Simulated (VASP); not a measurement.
Lu: electric field gradients with PBEsol

Lu:

```
Lu
1.0
     3.50990    0.00000    0.00000
    -1.75495    3.03966    0.00000
     0.00000    0.00000    5.45527
Lu
2
Direct
  0.33333 0.66667 0.25000
  0.66667 0.33333 0.75000
```

This cell differs from its parent crystal: zz strain of -2 %.

```yaml
Program: VASP 6.6.1
Task: electric field gradients
Functional: PBEsol
Potentials_or_basis: VASP PAW PBE potentials, release 64 (Lu)
Cutoff: 520 eV
k_mesh: 13 × 13 × 8
Occupations: fermi-dirac, width 0.03 eV
Spin: no spin polarisation
Dipole_correction: no
Further_INCAR_settings: ALGO = Normal; EDIFF = 1e-08; NBANDS = 32
```

- Pressure: -2.5 GPa
- Band gap on the k mesh: zero (bands 25 and 26 overlap by 1.86 eV)
- Largest electric field gradient by atom: Lu +81.8 V/Å²

Stress tensor (GPa, compression positive):
```
-2.50  0.00  0.00
 0.00 -2.50  0.00
 0.00  0.00 -2.61
```

Levels at points of the mesh, in eV from the Fermi level:
| k point | band 21 | band 22 | band 23 | band 24 | band 25 | band 26 | band 27 | band 28 | band 29 | band 30 |
| --- | --- | --- | --- | --- | --- | --- | --- | --- | --- | --- |
| (0.00, 0.00, 0.00) | -4.85 | -4.83 | -4.82 | -2.38 | 0.73 | 2.16 | 2.16 | 2.64 | 2.91 | 2.91 |
| (0.00, 0.00, 0.50) | -4.83 | -4.83 | -4.34 | -4.34 | 1.24 | 1.24 | 2.06 | 2.06 | 2.06 | 2.06 |

Electric field gradients, principal values (V/Å²):
```
atom    least   middle  greatest (by size)
1 Lu  -40.909  -40.910              81.819
2 Lu  -40.909  -40.910              81.819
```

Wall time 2.9 min on 1 thread of Intel(R) Xeon(R) Platinum 8259CL CPU @ 2.50GHz (Skylake/Cascade Lake), on a shared host, peak memory 0.3 GiB.

Caveat: the cell differs from its parent crystal (zz strain of -2 %); without QUAD_EFG the Cq values of the log hold for a quadrupole moment of 1 mb, not for the nuclei; the PAW data sets were made with another functional, which shifts forces and pressure a little; spin-orbit coupling is left out, which moves the levels of the heavy elements.
